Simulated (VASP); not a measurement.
# GaP (F-43m) in VASP: notebook, part 2 of 2

VASP 6.6.1.

### Step 4. Relaxation of cell and atoms, PBE

This run uses another cell than the first one, of 20.24 Å³/atom, 0.945 times its volume.

File INCAR:

```
  PREC = Accurate
  ENCUT = 600
  EDIFF = 1E-6
  ISMEAR = -1
  SIGMA = 0.05
  LREAL = F
  LASPH = T
  NELM = 60
  ALGO = Normal
  ISIF = 3
  LWAVE = F
  LCHARG = F
  GGA = PE
  IBRION = 2
  NSW = 80
  EDIFFG = -0.005
```

File KPOINTS:

```
Automatic mesh
0
Gamma
  8 8 8
```

File POSCAR:

```
GaP
1.0
    0.0000000000      2.7252500000      2.7252500000
    2.7252500000      0.0000000000      2.7252500000
    2.7252500000      2.7252500000      0.0000000000
Ga P
1 1
Direct
    0.0000000000      0.0000000000      0.0000000000
    0.7500000000      0.7500000000      0.7500000000
```

Potentials or basis: VASP PAW PBE potentials, release 64 (Ga_d, P).

Command:

```
$ cat potpaw_PBE.64/Ga_d/POTCAR potpaw_PBE.64/P/POTCAR > POTCAR
$ mpirun -np 1 vasp_std > vasp.out
```

OUTCAR:

```text
PREC = Accurate
   ENCUT = 600
   EDIFF = 1E-6
   ISMEAR = -1
   LREAL = F
   LASPH = T
   NELM = 60
   ISIF = 3
   GGA = PE
   IBRION = 2
   NSW = 80
   EDIFFG = -0.005

 ion  position               nearest neighbor table
   1  0.000  0.000  0.000-   2 2.36   2 2.36   2 2.36   2 2.36
   2  0.750  0.750  0.750-   1 2.36   1 2.36   1 2.36   1 2.36

  LATTYP: Found a face centered cubic cell.
 ALAT       =     5.4505000000

  Lattice vectors:

 A1 = (   0.0000000000,   2.7252500000,   2.7252500000)
 A2 = (   2.7252500000,   0.0000000000,   2.7252500000)
 A3 = (   2.7252500000,   2.7252500000,   0.0000000000)

Analysis of symmetry for initial positions (statically):
[... 5 lines left out ...]
 face centered cubic supercell.

 Subroutine GETGRP returns: Found 24 space group operations
 (whereof 24 operations were pure point group operations)
 out of a pool of 48 trial point group operations.

The static configuration has the point symmetry T_d .

Analysis of symmetry for dynamics (positions and initial velocities):
[... 5 lines left out ...]
 face centered cubic supercell.

 Subroutine GETGRP returns: Found 24 space group operations
 (whereof 24 operations were pure point group operations)
 out of a pool of 48 trial point group operations.

The dynamic configuration has the point symmetry T_d .

 Subroutine INISYM returns: Found 24 space group operations
 (whereof 24 operations are pure point group operations),
 and found     1 'primitive' translations

----------------------------------------------------------------------------------------

                                     Primitive cell

  volume of cell :      40.4808

  direct lattice vectors                    reciprocal lattice vectors
     0.000000000  2.725250000  2.725250000    -0.183469406  0.183469406  0.183469406
     2.725250000  0.000000000  2.725250000     0.183469406 -0.183469406  0.183469406
     2.725250000  2.725250000  0.000000000     0.183469406  0.183469406 -0.183469406

  length of vectors
     3.854085511  3.854085511  3.854085511     0.317778334  0.317778334  0.317778334

  position of ions in fractional coordinates (direct lattice)
     0.000000000  0.000000000  0.000000000
     0.750000000  0.750000000  0.750000000

  ion indices of the primitive-cell ions
   primitive index   ion index
                 1           1
                 2           2

----------------------------------------------------------------------------------------

 KPOINTS: Automatic mesh

Automatic generation of k-mesh.
 Grid dimensions read from file:
 generate k-points for:    8    8    8

 Generating k-lattice:

  Cartesian coordinates                     Fractional coordinates (reciprocal lattice)
    -0.022933676  0.022933676  0.022933676     0.125000000  0.000000000  0.000000000
     0.022933676 -0.022933676  0.022933676     0.000000000  0.125000000  0.000000000
     0.022933676  0.022933676 -0.022933676     0.000000000  0.000000000  0.125000000

  Length of vectors
     0.039722292  0.039722292  0.039722292

  Shift w.r.t. Gamma in fractional coordinates (k-lattice)
     0.000000000  0.000000000  0.000000000

 Subroutine IBZKPT returns following result:
 ===========================================

 Found     29 irreducible k-points:

 Following reciprocal coordinates:
            Coordinates               Weight
  0.000000  0.000000  0.000000      1.000000
  0.125000  0.000000  0.000000      8.000000
  0.250000  0.000000  0.000000      8.000000
  0.375000  0.000000  0.000000      8.000000
  0.500000  0.000000  0.000000      4.000000
  0.125000  0.125000  0.000000      6.000000
[... 16 lines left out ...]
  0.500000  0.250000  0.125000     48.000000
 -0.375000  0.250000  0.125000     24.000000
 [... further k-points ...]
   k-points           NKPTS =     29   k-points in BZ     NKDIM =     29   number of bands    NBANDS=     13
   number of dos      NEDOS =    301   number of ions     NIONS =      2
   total plane-waves  NPLWV =  32768
   dimension x,y,z NGX =    32 NGY =   32 NGZ =   32
   dimension x,y,z NGXF=    64 NGYF=   64 NGZF=   64
   ions per type =               1   1
   NGX,Y,Z   is equivalent  to a cutoff of  13.80, 13.80, 13.80 a.u.
   NGXF,Y,Z  is equivalent  to a cutoff of  27.61, 27.61, 27.61 a.u.
 SYSTEM =  unknown system
   PREC   = accura    normal or accurate (medium, high low for compatibility)
   ISTART =      0    job   : 0-new  1-cont  2-samecut
   ICHARG =      2    charge: 1-file 2-atom 10-const
   ISPIN  =      1    spin polarized calculation?
   LNONCOLLINEAR =      F non collinear calculations
   LSORBIT =      F    spin-orbit coupling
   LASPH  =      T    aspherical Exc in radial PAW
   ENCUT  =  600.0 eV  44.10 Ry    6.64 a.u.   7.70  7.70  7.70*2*pi/ulx,y,z
   NELM   =     60;   NELMIN=  2; NELMDL= -5     # of ELM steps
   EDIFF  = 0.1E-05   stopping-criterion for ELM
   LREAL  =      F    real-space projection
   EDIFFG = -.5E-02   stopping-criterion for IOM
   NSW    =     80    number of steps for IOM
   IBRION =      2    ionic relax: 0-MD 1-quasi-New 2-CG
   NFREE  =      1    steps in history (QN), initial steepest desc. (CG)
   ISIF   =      3    stress and relaxation
   ISYM   =      2    0-nonsym 1-usesym 2-fastsym
   POTIM  = 0.5000    time-step for ionic-motion
   TEBEG  =    0.0;   TEEND  =   0.0 temperature during run
   PSTRESS=    0.0 pullay stress
   NELECT =      18.0000    total number of electrons
   NUPDOWN=      -1.0000    fix difference up-down
   EMIN   =  10.00;   EMAX   =-10.00  energy-range for DOS
   EFERMI =   0.00;   METHOD = LEGACY
   ISMEAR =    -1;   SIGMA  =   0.05  broadening in eV -4-tet -1-fermi 0-gaus
   EFERMI_NEDOS =   21; number of points for ismear=-14 and -15
   IALGO  =     38    algorithm
   IMIX   =      4    mixing-type and parameters
     AMIX     =   0.40;   BMIX     =  1.00
     AMIX_MAG =   1.60;   BMIX_MAG =  1.00
  volume/ion in A,a.u.               =      20.24       136.59
  Fermi-wavevector in a.u.,A,eV,Ry     =   1.249538  2.361284 21.243377  1.561344
  Thomas-Fermi vector in A             =   2.383574
   LORBIT       =      0    0 simple, 1 ext, 2 COOP (PROOUT), +10 PAW based schemes
   GGA     = PE    functional components
   LHFCALC =     F    Hartree Fock is set to
   AEXX    =    0.0000 exact exchange contribution
   IVDW    =     0    specifies the selected vdW correction
   LEPSILON=     F    determine dielectric tensor
   LRPA    =     F    only Hartree local field effects (RPA)
 conjugate gradient relaxation of ions
 non-spin polarized calculation
  energy-cutoff  :      600.00
  volume of cell :       40.48
 maximum number of plane-waves:      1365
   NGX = 15   NGY = 15   NGZ = 15

--------------------------------------- Ionic step        1  -------------------------------------------

 number of electron      18.0000003 magnetization

 Free energy of the ion-electron system (eV)
  ---------------------------------------------------
  ext. energy  EPLUGINS =         0.00000000
  ---------------------------------------------------
  free energy    TOTEN  =        -9.11605074 eV

  energy without entropy =       -9.11605074  energy(sigma->0) =       -9.11605074

------------------------ aborting loop because EDIFF is reached ----------------------------------------

  FORCE on cell =-STRESS in cart. coord.  units (eV):
  Direction    XX          YY          ZZ          XY          YZ          ZX
  --------------------------------------------------------------------------------------
  -------------------------------------------------------------------------------------
  Total        0.6114884      0.6114884      0.6114884     -0.0000000     -0.0000000     -0.0000000
  in kB       24.2019153     24.2019153     24.2019153     -0.0000000     -0.0000000     -0.0000000
  external PRESSURE =      24.2019153 kB  Pullay stress =       0.0000000 kB
[... 165 lines left out ...]
  energy  without entropy=       -9.1252585549  energy(sigma->0) =       -9.12525856

--------------------------------------- Ionic step        6  -------------------------------------------

 number of electron      17.9999991 magnetization

 Free energy of the ion-electron system (eV)
  ---------------------------------------------------
  ext. energy  EPLUGINS =         0.00000000
  ---------------------------------------------------
  free energy    TOTEN  =        -9.12526475 eV

  energy without entropy =       -9.12526474  energy(sigma->0) =       -9.12526474

 E-fermi :   5.1240     XC(G=0):  -9.6967

 val. band max:        4.3509354423   @ k =   0.0000   0.0000   0.0000
 cond. band min:       5.9299814035   @ k =   0.0000   0.0000   0.0000
 fundamental gap:      1.5790459612
 Fermi energy:         5.1240490122

 k-point     1 :       0.0000    0.0000    0.0000
  band No.  band energies     occupation
      1     -10.1533      2.00000
      2     -10.1533      2.00000
      3     -10.1533      2.00000
      4     -10.0624      2.00000
      5     -10.0624      2.00000
      6      -7.9191      2.00000
      7       4.3509      2.00000
      8       4.3509      2.00000
      9       4.3509      2.00000
     10       5.9300      0.00000
     11       8.2464      0.00000
     12       8.2465      0.00000
     13       8.2465      0.00000
[... 353 lines left out ...]
 k-point    24 :      -0.3750    0.2500    0.1250
  band No.  band energies     occupation
      1     -10.2318      2.00000
      2     -10.1252      2.00000
      3     -10.1144      2.00000
      4     -10.0668      2.00000
      5     -10.0558      2.00000
      6      -5.5613      2.00000
      7      -1.9226      2.00000
      8       1.2667      2.00000
      9       2.4973      2.00000
     10       7.7185      0.00000
     11       8.6696      0.00000
     12      10.7234      0.00000
     13      12.1863      0.00000

 [... further k-points ...]
[... 5 lines left out ...]
  --------------------------------------------------------------------------------------
  -------------------------------------------------------------------------------------
  Total       -0.0082431     -0.0082431     -0.0082431      0.0000000      0.0000000     -0.0000000
  in kB       -0.3166031     -0.3166031     -0.3166031      0.0000000      0.0000000     -0.0000000
  external PRESSURE =      -0.3166031 kB  Pullay stress =       0.0000000 kB
[... 17 lines left out ...]
  FREE ENERGIE OF THE ION-ELECTRON SYSTEM (eV)
  ---------------------------------------------------
  free  energy   TOTEN  =        -9.1252647462 eV

  energy  without entropy=       -9.1252647420  energy(sigma->0) =       -9.12526474

 reached required accuracy - stopping structural energy minimisation
```

OSZICAR:

```text
N       E                     dE             d eps       ncg     rms          rms(c)
DAV:   1     0.860645435800E+02    0.86065E+02   -0.99032E+03   770   0.213E+03
DAV:   2    -0.248561605291E+01   -0.88550E+02   -0.85561E+02   809   0.355E+02
DAV:   3    -0.925968323804E+01   -0.67741E+01   -0.67380E+01   964   0.786E+01
[... 43 lines left out ...]
DAV:   1    -0.912534911383E+01   -0.89839E-04   -0.11184E-03   994   0.703E-01    0.542E-02
DAV:   2    -0.912528395319E+01    0.65161E-04   -0.11874E-04   964   0.271E-01    0.247E-02
DAV:   3    -0.912526701233E+01    0.16941E-04   -0.21041E-05   999   0.992E-02    0.555E-03
DAV:   4    -0.912526523725E+01    0.17751E-05   -0.16572E-06   442   0.216E-02    0.245E-03
DAV:   5    -0.912526474625E+01    0.49101E-06   -0.24463E-07   377   0.754E-03
   6 F= -.91252647E+01 E0= -.91252647E+01  d E =-.617579E-05
```

Run time: 1.9 min. Hardware: 1 thread of AMD EPYC 7R13, shared host; peak memory 0.16 GiB.

What came out:

| Item | Value |
| --- | --- |
| Free energy | -9.1253 eV |
| Relaxed volume | 20.86 Å³/atom |
| Relaxed cell | a = 3.893 Å, b = 3.893 Å, c = 3.893 Å, α = 60.00°, β = 60.00°, γ = 60.00° |
| Space group after relaxing (to 0.05 Å) | F-43m (No. 216) |
| Energy gained by relaxing | 4.6 meV/atom |
| Ionic steps | 6 |
| Pressure after relaxing | 0.0 GPa |
| Band gap on the k mesh | 1.58 eV, direct |

Step by step:
```tsv
step	energy change (eV)	largest force (eV/Å)	pressure (GPa)	volume (Å³)
1	0.0000	0.0000	2.42	40.48
2	-0.0073	0.0000	-1.04	42.30
3	-0.0092	0.0000	0.05	41.72
4	-0.0092	0.0000	-0.09	41.75
5	-0.0092	0.0000	0.11	41.68
6	-0.0092	0.0000	-0.03	41.71
```

Final structure:
```xyz
2
Lattice="0.0000 2.7527 2.7527 2.7527 0.0000 2.7527 2.7527 2.7527 0.0000" Properties=species:S:1:pos:R:3 pbc="T T T"
Ga    0.0000    0.0000    0.0000
P     4.1290    4.1290    4.1290
```

### Step 5. Overview

```tsv
task	level	cell	cutoff (eV)	gap on the mesh (eV)	pressure (GPa)	relaxed volume (Å³/atom)
single point	RPBE	a = 3.927 Å, angles 60.0°, 2 atoms	520	1.49	-0.1	-
relaxation of cell and atoms	RPBE	relaxed from a = 3.854 Å, angles 60.0°, 2 atoms	600	1.50	0.0	21.41
relaxation of cell and atoms	PBE	relaxed from a = 3.854 Å, angles 60.0°, 2 atoms	600	1.58	0.0	20.86
```

Alike in all rows: potentials or basis VASP PAW PBE potentials, release 64 (Ga_d, P); no spin polarisation; k mesh 8 × 8 × 8; smearing fermi-dirac 0.05 eV.

Caveats: the PAW data sets were made with another functional, which shifts forces and pressure a little (some runs).

Total energies depend on the potentials used, so only differences within one code and one set of settings carry meaning.

### Step 6. Against experiment

Step 2. Against the measured gap of GaP, 2.34 eV (indirect; 10 K; quoted in “Stacking defects in GaP nanowires: Electronic structure and optical properties”, 2018, arxiv:1810.01194), the calculated 1.49 eV is off by -0.85 eV. Spin-orbit coupling on Ga is left out. The value is that of RPBE on a finite k mesh, which can miss the band edges, without temperature or zero-point motion. Semilocal functionals fall short of measured gaps as a rule.
